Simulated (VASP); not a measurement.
Input of a VASP 6.6.1 run:

File INCAR:

```
SYSTEM = GeBi5O
PREC = Accurate
ENCUT = 520
EDIFF = 1E-7
ISMEAR = 0
SIGMA = 0.2
LREAL = .False.
LASPH = .True.
NELM = 100
ALGO = Normal
ISIF = 2
LWAVE = .False.
LCHARG = .True.
GGA = PE
LELF = .True.
LVHAR = .True.
NBANDS = 108
```

File KPOINTS:

```
Automatic mesh
0
Gamma
  4 4 1
  0 0 0
```

POSCAR

```
GeBi5O
1.0
    3.8977504520      0.0000000000      0.0000000000
    0.0000000000      3.8977504520      0.0000000000
    0.0000000000      0.0000000000     24.8752002637
Ge Bi O
2 10 2
Direct
    0.5000000000      0.0000000000      0.0374918917
    0.0000000000      0.5000000000      0.9625081083
    0.5000000000      0.0000000000      0.8579124842
    0.0000000000      0.5000000000      0.1420875158
    0.5000000000      0.0000000000      0.2116287724
    0.0000000000      0.5000000000      0.2968485507
    0.5000000000      0.0000000000      0.3792214190
    0.0000000000      0.5000000000      0.4586565509
    0.0000000000      0.5000000000      0.7883712276
    0.5000000000      0.0000000000      0.7031514493
    0.0000000000      0.5000000000      0.6207785810
    0.5000000000      0.0000000000      0.5413434491
    0.0000000000      0.0000000000      0.0000000000
    0.5000000000      0.5000000000      0.0000000000
```

Potentials or basis: VASP PAW PBE potentials, release 64 (Ge_d, Bi_d, O).

Run with:

```bash
$ cat potpaw_PBE.64/Ge_d/POTCAR potpaw_PBE.64/Bi_d/POTCAR potpaw_PBE.64/O/POTCAR > POTCAR
$ mpirun -np 1 vasp_std > vasp.out
```

**Question.** What does it give for the largest force?

**Answer.** 0.066 eV/Å.

**Question.** Estimate the band gap on the k mesh.

**Answer.** Zero (bands 95 and 96 overlap by 2.75 eV).

**Question.** Predict the pressure.

**Answer.** 0.1 GPa.

Stress tensor (GPa, compression positive):
```
-0.06  0.00  0.00
 0.00 -0.06  0.00
 0.00  0.00  0.58
```

Caveat: the k points lie up to 0.40 Å⁻¹ apart, too coarse for converged energies and pressures of a metal; spin-orbit coupling is left out, which moves the levels of the heavy elements.
